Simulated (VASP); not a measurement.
A run of VASP 6.6.1 is set up as follows.

Contents of INCAR:

```
  PREC = Accurate
  ENCUT = 520
  EDIFF = 1E-6
  ISMEAR = 0
  SIGMA = 0.1
  LREAL = F
  LASPH = T
  NELM = 60
  ALGO = Normal
  ISIF = 2
  LWAVE = F
  LCHARG = F
  LDIPOL = T
  IDIPOL = 3
  DIPOL = 0.5 0.5 0.361
  GGA = PE
  NBANDS = 32
```

File KPOINTS:

```
regular mesh
0
Gamma
  9 9 1
```

Contents of POSCAR:

```
W3S
1.0
    2.8547213223      0.0000000000      0.0000000000
    0.0000000000      2.8547213223      0.0000000000
    0.0000000000      0.0000000000     19.4446428902
W S
3 1
Direct
    0.5000000000      0.5000000000      0.2057121863
    0.0000000000      0.0000000000      0.3071173012
    0.5000000000      0.5000000000      0.4085774645
    0.5000000000      0.5000000000      0.5223367048
```

Potentials or basis: VASP PAW PBE potentials, release 64 (W_sv, S).

The run is started by

```bash
$ cat potpaw_PBE.64/W_sv/POTCAR potpaw_PBE.64/S/POTCAR > POTCAR
$ mpirun -np 1 vasp_std > vasp.out
```

What does it give for the band gap on the k mesh?

Zero (band 24 reaches 2.97 eV, above the bottom of band 25 at 1.14 eV).

What does it give for the largest force?

0.216 eV/Å.

Forces on the atoms (eV/Å):
```
W    0.000  0.000  0.117
W    0.000  0.000 -0.216
W    0.000  0.000  0.091
S    0.000  0.000  0.009
```

Caveat: spin-orbit coupling is left out, which moves the levels of the heavy elements.
